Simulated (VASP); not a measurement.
# H (Pmmm) in VASP: single point with PBEsol

Aim: the single point of H with PBEsol.

Everything below comes from runs of VASP 6.6.1. Logs are shortened: lines on timing, memory, paths and dates and some standing lists are left out, and cuts for length are marked.

## 1. The cell of the first run

It takes space group Pmmm (No. 47, orthorhombic). Conventional cell: a = 0.980 Å, b = 2.650 Å, c = 2.915 Å, α = 90.00°, β = 90.00°, γ = 90.00°. Within 1.3 Å of H (site symmetry mmm) lie 2 H at 0.98 Å.

## 2. Single point, PBEsol (strain +0.1000 x Voigt [1, 0, 0, 0, 0, 0])

Input file INCAR:

```
PREC = Accurate
ENCUT = 520
EDIFF = 1E-6
ISMEAR = 0
SIGMA = 0.05
LREAL = False
LASPH = True
NELM = 60
ALGO = Normal
ISIF = 2
LWAVE = False
LCHARG = False
GGA = PS
NBANDS = 6
```

Input file KPOINTS:

```
Automatic mesh
0
Gamma
  10 10 26
```

Input file POSCAR:

```
H
1.0
    2.9146026128      0.0000000000      0.0000000000
    0.0000000000      2.6496387389      0.0000000000
    0.0000000000      0.0000000000      0.9804929200
H
1
Direct
    0.0000000000      0.0000000000      0.5000000000
```

Potentials or basis: VASP PAW PBE potentials, release 64 (H).

Command:

```
cat potpaw_PBE.64/H/POTCAR > POTCAR
mpirun -np 1 vasp_std > vasp.out
```

OUTCAR:

```text
PREC = Accurate
   ENCUT = 520
   EDIFF = 1E-6
   ISMEAR = 0
   LREAL = False
   LASPH = True
   NELM = 60
   ISIF = 2
   GGA = PS

 ion  position               nearest neighbor table
   1  0.000  0.000  0.500-

  LATTYP: Found a simple orthorhombic cell.
 ALAT       =     0.9804929200
 B/A-ratio  =     2.7023537701
 C/A-ratio  =     2.9725891471

  Lattice vectors:

 A1 = (   0.0000000000,   0.0000000000,  -0.9804929200)
 A2 = (   0.0000000000,   2.6496387389,   0.0000000000)
 A3 = (   2.9146026128,   0.0000000000,   0.0000000000)

Analysis of symmetry for initial positions (statically):
=====================================================================
 Subroutine PRICEL returns:
 Original cell was already a primitive cell.

 Routine SETGRP: Setting up the symmetry group for a
 simple orthorhombic supercell.

 Subroutine GETGRP returns: Found  8 space group operations
 (whereof  8 operations were pure point group operations)
 out of a pool of  8 trial point group operations.

The static configuration has the point symmetry D_2h.

Analysis of symmetry for dynamics (positions and initial velocities):
=====================================================================
 Subroutine PRICEL returns:
 Original cell was already a primitive cell.

 Routine SETGRP: Setting up the symmetry group for a
 simple orthorhombic supercell.

 Subroutine GETGRP returns: Found  8 space group operations
 (whereof  8 operations were pure point group operations)
 out of a pool of  8 trial point group operations.

The dynamic configuration has the point symmetry D_2h.

 Subroutine INISYM returns: Found  8 space group operations
 (whereof  8 operations are pure point group operations),
 and found     1 'primitive' translations

----------------------------------------------------------------------------------------

                                     Primitive cell

  volume of cell :       7.5720

  direct lattice vectors                    reciprocal lattice vectors
     2.914602613  0.000000000  0.000000000     0.343099946  0.000000000  0.000000000
     0.000000000  2.649638739  0.000000000     0.000000000  0.377409941  0.000000000
     0.000000000  0.000000000  0.980492920     0.000000000  0.000000000  1.019895177

  length of vectors
     2.914602613  2.649638739  0.980492920     0.343099946  0.377409941  1.019895177

  position of ions in fractional coordinates (direct lattice)
     0.000000000  0.000000000  0.500000000

  ion indices of the primitive-cell ions
   primitive index   ion index
                 1           1

----------------------------------------------------------------------------------------

 KPOINTS: Automatic mesh

Automatic generation of k-mesh.
 Grid dimensions read from file:
 generate k-points for:   10   10   26

 Generating k-lattice:

  Cartesian coordinates                     Fractional coordinates (reciprocal lattice)
     0.034309995  0.000000000  0.000000000     0.100000000  0.000000000  0.000000000
     0.000000000  0.037740994  0.000000000     0.000000000  0.100000000  0.000000000
     0.000000000  0.000000000  0.039226738     0.000000000  0.000000000  0.038461538

  Length of vectors
     0.034309995  0.037740994  0.039226738

  Shift w.r.t. Gamma in fractional coordinates (k-lattice)
     0.000000000  0.000000000  0.000000000

 Subroutine IBZKPT returns following result:
 ===========================================

 Found    504 irreducible k-points:

 Following reciprocal coordinates:
            Coordinates               Weight
  0.000000  0.000000  0.000000      1.000000
  0.100000  0.000000  0.000000      2.000000
  0.200000  0.000000  0.000000      2.000000
  0.300000  0.000000  0.000000      2.000000
  0.400000  0.000000  0.000000      2.000000
  0.500000  0.000000  0.000000      1.000000
[... 16 lines left out ...]
  0.400000  0.300000  0.000000      4.000000
  0.500000  0.300000  0.000000      2.000000
 [... further k-points ...]
   k-points           NKPTS =    504   k-points in BZ     NKDIM =    504   number of bands    NBANDS=      6
   number of dos      NEDOS =    301   number of ions     NIONS =      1
   total plane-waves  NPLWV =   3840
   dimension x,y,z NGX =    24 NGY =   20 NGZ =    8
   dimension x,y,z NGXF=    48 NGYF=   40 NGZF=   16
   ions per type =               1
   NGX,Y,Z   is equivalent  to a cutoff of  13.69, 12.55, 13.56 a.u.
   NGXF,Y,Z  is equivalent  to a cutoff of  27.38, 25.10, 27.13 a.u.
 SYSTEM =  unknown system
   PREC   = accura    normal or accurate (medium, high low for compatibility)
   ISTART =      0    job   : 0-new  1-cont  2-samecut
   ICHARG =      2    charge: 1-file 2-atom 10-const
   ISPIN  =      1    spin polarized calculation?
   LNONCOLLINEAR =      F non collinear calculations
   LSORBIT =      F    spin-orbit coupling
   LASPH  =      T    aspherical Exc in radial PAW
   ENCUT  =  520.0 eV  38.22 Ry    6.18 a.u.   5.42  4.93  1.82*2*pi/ulx,y,z
   NELM   =     60;   NELMIN=  2; NELMDL= -5     # of ELM steps
   EDIFF  = 0.1E-05   stopping-criterion for ELM
   LREAL  =      F    real-space projection
   EDIFFG = 0.1E-04   stopping-criterion for IOM
   NSW    =      0    number of steps for IOM
   IBRION =     -1    ionic relax: 0-MD 1-quasi-New 2-CG
   NFREE  =      0    steps in history (QN), initial steepest desc. (CG)
   ISIF   =      2    stress and relaxation
   ISYM   =      2    0-nonsym 1-usesym 2-fastsym
   POTIM  = 0.5000    time-step for ionic-motion
   TEBEG  =    0.0;   TEEND  =   0.0 temperature during run
   PSTRESS=    0.0 pullay stress
   NELECT =       1.0000    total number of electrons
   NUPDOWN=      -1.0000    fix difference up-down
   EMIN   =  10.00;   EMAX   =-10.00  energy-range for DOS
   EFERMI =   0.00;   METHOD = LEGACY
   ISMEAR =     0;   SIGMA  =   0.05  broadening in eV -4-tet -1-fermi 0-gaus
   EFERMI_NEDOS =   21; number of points for ismear=-14 and -15
   IALGO  =     38    algorithm
   IMIX   =      4    mixing-type and parameters
     AMIX     =   0.40;   BMIX     =  1.00
     AMIX_MAG =   1.60;   BMIX_MAG =  1.00
  volume/ion in A,a.u.               =       7.57        51.10
  Fermi-wavevector in a.u.,A,eV,Ry     =   0.833690  1.575446  9.456583  0.695039
  Thomas-Fermi vector in A             =   1.946956
   LORBIT       =      0    0 simple, 1 ext, 2 COOP (PROOUT), +10 PAW based schemes
   GGA     = PS    functional components
   LHFCALC =     F    Hartree Fock is set to
   AEXX    =    0.0000 exact exchange contribution
   IVDW    =     0    specifies the selected vdW correction
   LEPSILON=     F    determine dielectric tensor
   LRPA    =     F    only Hartree local field effects (RPA)
 non-spin polarized calculation
 Gauss-broadening in eV      SIGMA  =   0.05
  energy-cutoff  :      520.00
  volume of cell :        7.57
 maximum number of plane-waves:       218
 NGX is ok and might be reduce to    24
   NGX = 11   NGY =  9   NGZ =  3

 number of electron       0.9999999 magnetization

 Free energy of the ion-electron system (eV)
  ---------------------------------------------------
  ext. energy  EPLUGINS =         0.00000000
  ---------------------------------------------------
  free energy    TOTEN  =        -2.95381054 eV

  energy without entropy =       -2.95381054  energy(sigma->0) =       -2.95381054

 E-fermi :  -1.6376     XC(G=0):  -6.5808

 val. band max:       -2.0374633887   @ k =   0.5000   0.5000   0.2308
 cond. band min:      -1.1993073016   @ k =   0.0000   0.0000   0.2692
 fundamental gap:      0.8381560871
 Fermi energy:        -1.6375971333

 k-point     1 :       0.0000    0.0000    0.0000
  band No.  band energies     occupation
      1     -12.4150      2.00000
      2       6.8698      0.00000
      3      10.9683      0.00000
      4      14.2017      0.00000
      5      15.6626      0.00000
      6      31.6163      0.00000

 k-point     2 :       0.1000    0.0000    0.0000
  band No.  band energies     occupation
      1     -12.3382      2.00000
      2       5.7750      0.00000
      3      11.5794      0.00000
      4      14.3424      0.00000
      5      16.7060      0.00000
      6      29.0600      0.00000

 k-point     3 :       0.2000    0.0000    0.0000
  band No.  band energies     occupation
      1     -12.1268      2.00000
      2       3.8786      0.00000
      3      12.3756      0.00000
      4      14.7489      0.00000
      5      19.4852      0.00000
      6      26.3608      0.00000

 k-point     4 :       0.3000    0.0000    0.0000
  band No.  band energies     occupation
      1     -11.8434      2.00000
      2       2.1947      0.00000
      3      13.0514      0.00000
      4      15.3606      0.00000
      5      23.2637      0.00000
      6      24.1802      0.00000

 k-point     5 :       0.4000    0.0000    0.0000
  band No.  band energies     occupation
      1     -11.5916      2.00000
      2       1.0586      0.00000
      3      13.6041      0.00000
      4      16.0097      0.00000
      5      22.6504      0.00000
      6      23.0984      0.00000
[... 136 lines left out ...]
 k-point    21 :       0.2000    0.3000    0.0000
  band No.  band energies     occupation
      1     -11.2796      2.00000
      2       3.3256      0.00000
      3       7.0198      0.00000
      4      16.2476      0.00000
      5      19.1153      0.00000
      6      28.9699      0.00000

 k-point    22 :       0.3000    0.3000    0.0000
  band No.  band energies     occupation
      1     -11.0335      2.00000
      2       3.2762      0.00000
      3       5.8318      0.00000
      4      13.9220      0.00000
      5      22.9333      0.00000
      6      29.8170      0.00000

 k-point    23 :       0.4000    0.3000    0.0000
  band No.  band energies     occupation
      1     -10.8184      2.00000
      2       2.7494      0.00000
      3       5.8300      0.00000
      4      12.2251      0.00000
      5      26.3650      0.00000
      6      31.3033      0.00000

 k-point    24 :       0.5000    0.3000    0.0000
  band No.  band energies     occupation
      1     -10.7319      2.00000
      2       2.4669      0.00000
      3       6.0228      0.00000
      4      11.5564      0.00000
      5      27.7708      0.00000
      6      33.9325      0.00000

 [... further k-points ...]

------------------------ aborting loop because EDIFF is reached ----------------------------------------

  FORCE on cell =-STRESS in cart. coord.  units (eV):
  Direction    XX          YY          ZZ          XY          YZ          ZX
  --------------------------------------------------------------------------------------
  -------------------------------------------------------------------------------------
  Total        0.0083850      0.0632549      0.0995735      0.0000000      0.0000000      0.0000000
  in kB        1.7742016     13.3842660     21.0689883      0.0000000      0.0000000      0.0000000
  external PRESSURE =      12.0758186 kB  Pullay stress =       0.0000000 kB

 VOLUME and BASIS-vectors are now :
 -----------------------------------------------------------------------------
  energy-cutoff  :      520.00
  volume of cell :        7.57
      direct lattice vectors                 reciprocal lattice vectors
     2.914602613  0.000000000  0.000000000     0.343099946  0.000000000  0.000000000
     0.000000000  2.649638739  0.000000000     0.000000000  0.377409941  0.000000000
     0.000000000  0.000000000  0.980492920     0.000000000  0.000000000  1.019895177

 POSITION                                       TOTAL-FORCE (eV/Angst)
 -----------------------------------------------------------------------------------
      0.00000      0.00000      0.49025         0.000000      0.000000      0.000000
 -----------------------------------------------------------------------------------
    total drift:                                0.000000      0.000000      0.000000

  FREE ENERGIE OF THE ION-ELECTRON SYSTEM (eV)
  ---------------------------------------------------
  free  energy   TOTEN  =        -2.9538105440 eV

  energy  without entropy=       -2.9538105440  energy(sigma->0) =       -2.95381054
```

Wall time 19 s (1 thread of Intel Xeon 8259CL, shared host); peak memory 0.12 GiB.

What came out:

* Free energy: -2.9538 eV
* Pressure: 1.2 GPa
* Band gap on the k mesh: zero (an odd number of electrons rules out a gap without spin polarisation)

Stress tensor (GPa, compression positive):
```
0.18 0.00 0.00
0.00 1.34 0.00
0.00 0.00 2.11
```

Levels at points of the mesh, in eV from the Fermi level:
| k point | band 1 | band 2 | band 3 | band 4 | band 5 |
| --- | --- | --- | --- | --- | --- |
| (0.00, 0.00, 0.00) | -10.78 | 8.51 | 12.61 | 15.84 | 17.30 |
| (0.50, 0.00, 0.00) | -9.85 | 2.29 | 15.47 | 17.96 | 23.73 |
| (0.00, 0.50, 0.00) | -9.32 | 2.75 | 14.22 | 15.82 | 20.84 |
| (0.50, 0.50, 0.00) | -8.62 | 5.60 | 6.28 | 9.31 | 33.59 |
| (0.00, 0.00, 0.50) | 24.34 | 31.66 | 45.86 | 50.09 | 51.39 |
| (0.50, 0.00, 0.50) | 24.86 | 33.24 | 41.28 | 41.54 | 52.90 |
| (0.00, 0.50, 0.50) | 25.22 | 34.01 | 41.71 | 42.02 | 52.09 |
| (0.50, 0.50, 0.50) | 25.61 | 35.26 | 44.49 | 44.94 | 45.20 |

Caveat: the cell differs from its parent crystal (strain +0.1000 x Voigt [1, 0, 0, 0, 0, 0]); the PAW data sets were made with another functional, which shifts forces and pressure a little.
